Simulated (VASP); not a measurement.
**TiN: relaxation of cell and atoms with r2SCAN**

The system is TiN.

```xyz
2
Lattice="0.0000 2.1705 2.1705 2.1705 0.0000 2.1705 2.1705 2.1705 0.0000" Properties=species:S:1:pos:R:3 pbc="T T T"
Ti    0.0000    0.0000    0.0000
N     2.1705    2.1705    2.1705
```

```json
{"Program": "VASP 6.6.1", "Task": "relaxation of cell and atoms", "Functional": "r2SCAN", "Potentials or basis": "VASP PAW PBE potentials, release 64 (Ti_sv, N)", "Cutoff": "600 eV", "k mesh": "8 × 8 × 8", "Occupations": "gaussian, width 0.1 eV", "Spin": "no spin polarisation", "Dipole correction": "no", "Further INCAR settings": "ALGO = Normal; EDIFF = 1e-06; IBRION = 2; EDIFFG = -0.05; NSW = 80; ISIF = 3"}
```

```yaml
Relaxed_volume: 9.55 Å³/atom
Relaxed_cell: a = 3.001 Å, b = 3.001 Å, c = 3.001 Å, α = 60.00°, β = 60.00°, γ = 60.00°
Space_group_after_relaxing_to_0.05_Å: Fm-3m (No. 225)
Energy_gained_by_relaxing: 40.4 meV/atom
Ionic_steps: 3
Pressure_after_relaxing: -0.5 GPa
```

Step by step:
```tsv
step	energy change (eV)	largest force (eV/Å)	pressure (GPa)	volume (Å³)
1	0.0000	0.0000	-17.67	20.45
2	0.0992	0.0000	35.24	17.29
3	-0.0807	0.0000	-0.45	19.11
```

Final structure:
```yaml
crystal:
  lattice:
    - [0.00000, 2.12186, 2.12186]
    - [2.12186, 0.00000, 2.12186]
    - [2.12186, 2.12186, 0.00000]
  atoms:
    - { symbol: Ti, position: [0.00000, 0.00000, 0.00000] }
    - { symbol: N, position: [0.50000, 0.50000, 0.50000] }
```

Levels at points of the mesh, in eV from the Fermi level:
```
           k point  band 5  band 6  band 7  band 8  band 9  band 10  band 11  band 12
(0.00, 0.00, 0.00)  -18.27   -2.40   -2.40   -2.40   -0.63    -0.63    -0.63     0.57
(0.50, 0.00, 0.00)  -15.85   -8.52   -5.92   -5.92    1.72     1.72     2.41     5.90
(0.50, 0.50, 0.00)  -16.92   -6.29   -3.64   -3.64   -3.10     1.65     2.42     2.42
```

It took 95 s on 1 thread of Intel(R) Xeon(R) 6975P-C (Granite Rapids) (shared host), peak memory 0.18 GiB.

Caveat: the PAW data sets were made with another functional, which shifts forces and pressure a little.
